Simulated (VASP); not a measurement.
Input of a VASP 6.6.1 run:

The input INCAR:

```
SYSTEM = Pb
PREC = Accurate
ENCUT = 500
EDIFF = 1E-6
ISMEAR = 0
SIGMA = 0.1
LREAL = .FALSE.
LASPH = .TRUE.
NELM = 120
ALGO = Normal
ISIF = 2
LWAVE = .FALSE.
LCHARG = .TRUE.
GGA = PS
LELF = .TRUE.
LVHAR = .TRUE.
NBANDS = 21
GGA_COMPAT = .FALSE.
```

File KPOINTS:

```
regular mesh
0
G
  4 4 4
  0 0 0
```

The input POSCAR:

```
Pb
1.0
    0.0000000000      3.4390000555      3.4390000555
    3.4390000555      0.0000000000      3.4390000555
    3.4390000555      3.4390000555      0.0000000000
Pb
2
Direct
    0.5000000000      0.5000000000      0.5000000000
    0.7500000000      0.7500000000      0.7500000000
```

Potentials or basis: VASP PAW PBE potentials, release 64 (Pb_d).

The run is started by

```console
$ cat potpaw_PBE.64/Pb_d/POTCAR > POTCAR
$ mpirun -np 1 vasp_std > vasp.out
```

(1) Predict the pressure.

(2) Estimate the band gap on the k mesh.

Results:

(1) 1.2 GPa.

(2) zero (band 14 reaches 4.57 eV, above the bottom of band 15 at 3.42 eV).

Caveat: the k points lie up to 0.40 Å⁻¹ apart; the PAW data sets were made with another functional, which shifts forces and pressure a little; spin-orbit coupling is left out, which moves the levels of the heavy elements.
